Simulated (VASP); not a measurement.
The system is Ru.

```
Ru
1.0
     4.76864    0.00000    0.00000
     0.00000    4.76864    0.00000
     0.00000    0.00000    4.76864
Ru
8
Direct
  0.00000 0.00000 0.00000
  0.50000 0.50000 0.50000
  0.25000 0.00000 0.50000
  0.75000 0.00000 0.50000
  0.50000 0.25000 0.00000
  0.50000 0.75000 0.00000
  0.00000 0.50000 0.25000
  0.00000 0.50000 0.75000
```

- Program: VASP 6.6.1
- Task: relaxation of cell and atoms
- Functional: revPBE
- Potentials or basis: VASP PAW PBE potentials, release 64 (Ru_pv)
- Cutoff: 600 eV
- k mesh: 6 × 6 × 6
- Occupations: fermi-dirac, width 0.1 eV
- Spin: no spin polarisation

At the start: pressure 18.6 GPa; volume 13.55 Å³/atom.

Task: How do energy, volume and symmetry change on relaxing?

Result: Over 4 steps the energy falls by 45.1 meV/atom and the volume is 14.38 Å³/atom (+6.1 %); space group Pm-3n (No. 223, to 0.1 Å) before and after.

Step by step:
| step | energy change (eV) | largest force (eV/Å) | pressure (GPa) | volume (Å³) |
| --- | --- | --- | --- | --- |
| 1 | 0.0000 | 0.0000 | 18.62 | 108.44 |
| 2 | 1.8107 | 0.0000 | -29.44 | 135.09 |
| 3 | -0.3591 | 0.0000 | -1.03 | 115.45 |
| 4 | -0.3605 | 0.0000 | -0.10 | 115.06 |

Final structure:
```
Ru
1.0
     4.86375    0.00000    0.00000
     0.00000    4.86375    0.00000
     0.00000    0.00000    4.86375
Ru
8
Cartesian
  0.0000 0.0000 0.0000
  2.4319 2.4319 2.4319
  1.2159 0.0000 2.4319
  3.6478 0.0000 2.4319
  2.4319 1.2159 0.0000
  2.4319 3.6478 0.0000
  0.0000 2.4319 1.2159
  0.0000 2.4319 3.6478
```

Caveat: the PAW data sets were made with another functional, which shifts forces and pressure a little.
